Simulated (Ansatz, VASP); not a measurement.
**One calculation of Co, two programs**

INCAR

```
SYSTEM = Co
ALGO = Normal
EDIFF = 1E-6
ENCUT = 520
GGA = RE
ISIF = 2
ISMEAR = -1
LASPH = .True.
LCHARG = .False.
LREAL = .False.
LWAVE = .False.
NBANDS = 10
NELM = 80
PREC = Accurate
SIGMA = 0.1
```

The input KPOINTS:

```
k-points
0
Gamma
  17 17 17
  0 0 0
```

POSCAR

```
Co
1.0
    0.0000000000      1.6911537221      1.6911537221
    1.6911537221      0.0000000000      1.6911537221
    1.6911537221      1.6911537221      0.0000000000
Co
1
Direct
    0.0000000000      0.0000000000      0.0000000000
```

Input for Ansatz:

```yaml
crystal:
  lattice:
    - [0.0, 1.6911537221, 1.6911537221]
    - [1.6911537221, 0.0, 1.6911537221]
    - [1.6911537221, 1.6911537221, 0.0]
  atoms:
    - { symbol: Co, position: [0.0, 0.0, 0.0] }
hamiltonian:
  xc: revpbe
  pseudopotentials:
    kind: paw
    azcp:
      Co: "pseudopotentials/Co.paw.azcp"
basis:
  ecutwfc: 420
  fft_grid_basis: typed
kpoints:
  mp_grid: { grid: [17, 17, 17], shift: [0, 0, 0] }
magnetization:
  spin_polarized: false
scf:
  occupations: { method: fermi_dirac, width: 0.1 }
  lower_state_search: "off"
output:
  stress: true
```

Alike in both runs: task single point; functional revPBE; k mesh 17 × 17 × 17; occupations fermi-dirac, width 0.1 eV; no spin polarisation.

|  | VASP | Ansatz |
| --- | --- | --- |
| version | VASP 6.6.1 | Ansatz 0.2.0 |
| potentials or method | VASP PAW PBE potentials, release 64 (Co), cutoff 520 eV | plane waves (420 eV) with PAW, scalar-relativistic |
| valence electrons in the cell | 9 | 17 |

```tsv
	VASP	Ansatz	Ansatz less VASP
pressure (GPa)	23.0	24.2	+1.23
```

VASP's potentials were made for PBE, not for revPBE. The functional is the same, so the differences come from potentials, cutoffs and numerics. VASP's potentials hold 9 valence electrons a cell and Ansatz's 17, so a difference there can come from the potentials and not from the codes.
